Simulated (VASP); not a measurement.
A run of VASP 6.6.1 is set up as follows.

Contents of INCAR:

```
  ALGO = Normal
  EDIFF = 1E-6
  ENCUT = 500
  GGA = CA
  GGA_COMPAT = F
  ISIF = 2
  ISMEAR = 0
  LASPH = T
  LCHARG = T
  LELF = T
  LREAL = F
  LVHAR = T
  LWAVE = F
  NBANDS = 15
  NELM = 120
  PREC = Accurate
  SIGMA = 0.01
```

Contents of KPOINTS:

```
k-points
0
Gamma
  6 6 6
```

POSCAR

```
KBr
1.0
    0.0000000000      3.1014012181      3.1014012181
    3.1014012181      0.0000000000      3.1014012181
    3.1014012181      3.1014012181      0.0000000000
K Br
1 1
Direct
    0.0000000000      0.0000000000      0.0000000000
    0.5000000000      0.5000000000      0.5000000000
```

Potentials or basis: VASP PAW LDA potentials, release 64 (K_sv, Br).

Command:

```sh
$ cat potpaw_LDA.64/K_sv/POTCAR potpaw_LDA.64/Br/POTCAR > POTCAR
$ mpirun -np 1 vasp_std > vasp.out
```

What does it give for the band gap on the k mesh?

4.58 eV.

Estimate the pressure.

2.1 GPa.
